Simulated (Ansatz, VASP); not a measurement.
**Hf: VASP beside Ansatz**

```
CELL_PARAMETERS angstrom
0.00000 2.07056 2.41635
2.07056 0.00000 2.41635
2.07056 2.07056 0.00000
ATOMIC_POSITIONS crystal
Hf 0.00000 0.00000 0.00000
```

Alike in both runs: task single point; functional LDA; k mesh 20 × 20 × 20; occupations gaussian, width 0.15 eV; no spin polarisation.

```csv
,VASP,Ansatz
version,VASP 6.6.1,Ansatz 0.2.0
potentials or method,"VASP PAW LDA potentials, release 64 (Hf_pv), cutoff 520 eV","scalar-relativistic, plane waves, PAW"
valence electrons in the cell,10,26
```

```csv
,VASP,Ansatz,Ansatz less VASP
gap on the k mesh at the Fermi level (eV),none,none,-
pressure (GPa),-0.2,-0.3,-0.04
"traceless stress, the component that is largest in VASP (GPa)",-4.86,-4.88,-0.022
```

LDA's correlation is that of Perdew and Zunger in VASP and of Perdew and Wang (1992) in Ansatz. A gap of «none» marks a metal or a gap that the smearing closes. VASP's potentials hold 10 valence electrons a cell and Ansatz's 26, so a difference there can come from the potentials and not from the codes.

Neither program's run includes spin-orbit coupling.
